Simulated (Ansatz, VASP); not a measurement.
# Two plane-wave programs on HfSi2O6

```
Hf Si O
1.0
     4.95450   -2.50473   -0.00290
     4.95450    2.50473   -0.00290
    -0.17373    0.00000    5.87885
Hf Si O
1 2 6
Direct
  0.54209 0.45791 0.00000
  0.98661 0.51960 0.65515
  0.48040 0.01339 0.34485
  0.15422 0.30610 0.43084
  0.42978 0.79094 0.20269
  0.20906 0.57022 0.79731
  0.69390 0.84578 0.56916
  0.62959 0.12462 0.18252
  0.87538 0.37041 0.81748
```

Alike in both runs: functional PBE; k mesh 6 × 6 × 4; no spin polarisation.

Ansatz relaxed the structure, and its values are those at the end. VASP's run is a single point on that final structure, the one shown.

|  | VASP | Ansatz |
| --- | --- | --- |
| version | VASP 6.6.1 | Ansatz 0.2.0 |
| potentials or method | VASP PAW PBE potentials, release 64 (Hf_pv, Si, O), cutoff 520 eV | scalar-relativistic, plane waves, PAW |
| occupations | gaussian, width 0.01 eV | fixed |
| valence electrons in the cell | 54 | 70 |

```csv
,VASP,Ansatz,Ansatz less VASP
gap on the k mesh at the Fermi level (eV),5.03,5.03,0.000
least direct gap on the mesh (eV),5.29,5.29,-0.001
pressure (GPa),-0.4,0.0,+0.38
rms of the force components (eV/Å),0.073,0.001,-0.0725
```

VASP's potentials hold 54 valence electrons a cell and Ansatz's 70, so a difference there can come from the potentials and not from the codes.

Spin-orbit coupling is off throughout.
